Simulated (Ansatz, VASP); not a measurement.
# SiC in VASP and in Ansatz

INCAR

```
  ALGO = Normal
  EDIFF = 1E-6
  ENCUT = 520
  GGA = PS
  ISIF = 2
  ISMEAR = 0
  LASPH = T
  LCHARG = F
  LREAL = F
  LWAVE = F
  NBANDS = 11
  NELM = 80
  PREC = Accurate
  SIGMA = 0.02
```

File KPOINTS:

```
k-points
0
Gamma
  12 12 12
```

Contents of POSCAR:

```
SiC
1.0
    0.0000000000      2.2352415800      2.2352415800
    2.2352415800      0.0000000000      2.2352415800
    2.2352415800      2.2352415800      0.0000000000
Si C
1 1
Direct
    0.0000000000      0.0000000000      0.0000000000
    0.7500000000      0.7500000000      0.7500000000
```

Input for Ansatz:

```yaml
crystal:
  lattice:
    - [0.0, 2.23524158, 2.23524158]
    - [2.23524158, 0.0, 2.23524158]
    - [2.23524158, 2.23524158, 0.0]
  atoms:
    - { symbol: Si, position: [0.0, 0.0, 0.0] }
    - { symbol: C, position: [0.75, 0.75, 0.75] }
basis:
  ecutwfc: 420
kpoints:
  mp_grid: { grid: [12, 12, 12] }
hamiltonian:
  xc: pbesol
scf:
  occupations: { method: gaussian, width: 0.02 }
output:
  forces: true
  stress: true
  eigenvalues: true
  populations: true
```

Alike in both runs: task single point; functional PBEsol; k mesh 12 × 12 × 12; occupations gaussian, width 0.02 eV; no spin polarisation.

|  | VASP | Ansatz |
| --- | --- | --- |
| version | VASP 6.6.1 | Ansatz 0.2.0 |
| potentials or method | VASP PAW PBE potentials, release 64 (Si, C), cutoff 520 eV | scalar-relativistic, plane waves, PAW |
| valence electrons in the cell | 8 | 8 |

VASP gave:

| Property | Result |
| --- | --- |
| gap on the k mesh at the Fermi level (eV) | 1.30 |
| least direct gap on the mesh (eV) | 4.36 |
| pressure (GPa) | -14.4 |

Task: What did Ansatz give for the same quantities?

Result: gap on the k mesh at the Fermi level (eV): 1.31; least direct gap on the mesh (eV): 4.37; pressure (GPa): -14.7.

VASP's potentials were made for PBE, not for PBEsol.
